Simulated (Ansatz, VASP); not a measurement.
**Two plane-wave programs on Ta8H**

Contents of INCAR:

```
PREC = Accurate
ENCUT = 520
EDIFF = 1E-6
ISMEAR = 0
SIGMA = 0.1
LREAL = F
LASPH = T
NELM = 60
ALGO = Normal
ISIF = 2
LWAVE = F
LCHARG = F
LDIPOL = T
IDIPOL = 3
DIPOL = 0.5 0.5 0.480
GGA = PE
IVDW = 12
NBANDS = 54
```

KPOINTS

```
regular mesh
0
Gamma
  6 6 1
```

Contents of POSCAR:

```
Ta8H
1.0
    4.6456161668      0.0000000000      0.0000000000
   -2.3228080834      4.0232216167      0.0000000000
    0.0000000000      0.0000000000     25.6379770039
Ta H
8 1
Direct
    0.6666666667      0.3333333333      0.3315394190
    0.3333333333      0.6666666667      0.3685268315
    0.0000000000      0.0000000000      0.4055142438
    0.6666666667      0.3333333333      0.4425016562
    0.3333333333      0.6666666667      0.4762660038
    0.0000000000      0.0000000000      0.5198566660
    0.6666666667      0.3333333333      0.5522688407
    0.3333333333      0.6666666667      0.5789370640
    0.5000000000      1.1666666667      0.6459958772
```

Input for Ansatz:

```yaml
crystal:
  lattice:
    - [4.6456161668, 0.0, 0.0]
    - [-2.3228080834, 4.0232216167, 0.0]
    - [0.0, 0.0, 25.6379770039]
  atoms:
    - { symbol: Ta, position: [0.6666666667, 0.3333333333, 0.331539419] }
    - { symbol: Ta, position: [0.3333333333, 0.6666666667, 0.3685268315] }
    - { symbol: Ta, position: [0.0, 0.0, 0.4055142438] }
    - { symbol: Ta, position: [0.6666666667, 0.3333333333, 0.4425016562] }
    - { symbol: Ta, position: [0.3333333333, 0.6666666667, 0.4762660038] }
    - { symbol: Ta, position: [0.0, 0.0, 0.519856666] }
    - { symbol: Ta, position: [0.6666666667, 0.3333333333, 0.5522688407] }
    - { symbol: Ta, position: [0.3333333333, 0.6666666667, 0.578937064] }
    - { symbol: H, position: [0.5, 1.1666666667, 0.6459958772] }
basis:
  ecutwfc: 420
kpoints:
  mp_grid: { grid: [6, 6, 1] }
hamiltonian:
  xc: pbe
  dispersion: d3bj
scf:
  occupations: { method: gaussian, width: 0.1 }
output:
  forces: true
  stress: true
  eigenvalues: true
  write_density: true
  write_potential: true
  elf: true
  volumetric_format: npy
efield:
  axis: 3
  dipole_correction: true
  ramp_width: 0.04
```

Alike in both runs: task single point; functional PBE; dispersion D3(BJ); k mesh 6 × 6 × 1; occupations gaussian, width 0.1 eV; no spin polarisation.

|  | VASP | Ansatz |
| --- | --- | --- |
| version | VASP 6.6.1 | Ansatz 0.2.0 |
| potentials or method | VASP PAW PBE potentials, release 64 (Ta_pv, H), cutoff 520 eV | scalar-relativistic, plane waves, PAW |
| valence electrons in the cell | 89 | 105 |

|  | VASP | Ansatz | Ansatz less VASP |
| --- | --- | --- | --- |
| gap on the k mesh at the Fermi level (eV) | none | none | - |
| rms of the force components (eV/Å) | 0.717 | 0.715 | -0.0023 |

Atom by atom the forces differ by 0.004 eV/Å (rms over components). A gap of «none» marks a metal or a gap that the smearing closes. VASP's potentials hold 89 valence electrons a cell and Ansatz's 105, so a difference there can come from the potentials and not from the codes. Ansatz's warnings: xc potential rough in thin density.

Neither program's run includes spin-orbit coupling.
